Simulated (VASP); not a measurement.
Runs of VASP 6.6.1 on Al2Cu. The structure is that of space group P4/mmm (No. 123), or close to it. The cells are those of the table. 

```csv
cell,gap on the mesh (eV),pressure (GPa)
"a = 4.027, b = 4.027, c = 2.851 Å, 3 atoms",none,3.1
"a = 4.088, b = 4.088, c = 2.809 Å, 3 atoms",none,(c)
"a = 3.965, b = 3.965, c = 2.766 Å, 3 atoms",none,(a)
"a = 4.027, b = 4.027, c = 2.894 Å, 3 atoms",none,1.6
"a = 4.027, b = 4.027, c = 2.937 Å, 3 atoms",none,(b)
"a = 4.027, b = 4.027, c = 2.766 Å, 3 atoms",none,6.9
"a = 3.965, b = 3.965, c = 2.809 Å, 3 atoms",none,9.0
"a = 3.965, b = 3.965, c = 2.851 Å, 3 atoms",none,7.7
```

Alike in all rows: task single point; level r2SCAN; potentials or basis VASP PAW PBE potentials, release 64 (Al, Cu); no spin polarisation; k mesh 12 × 12 × 16; cutoff (eV) 520; smearing gaussian 0.15 eV.

**Question.** Estimate the missing entries.

**Answer.** (a) 11.2; (b) 0.1; (c) 1.4.

Caveats: the PAW data sets were made with another functional, which shifts forces and pressure a little; the cell stands under pressure (at least some runs).

A gap of «none» marks levels without a gap at the run's occupations.
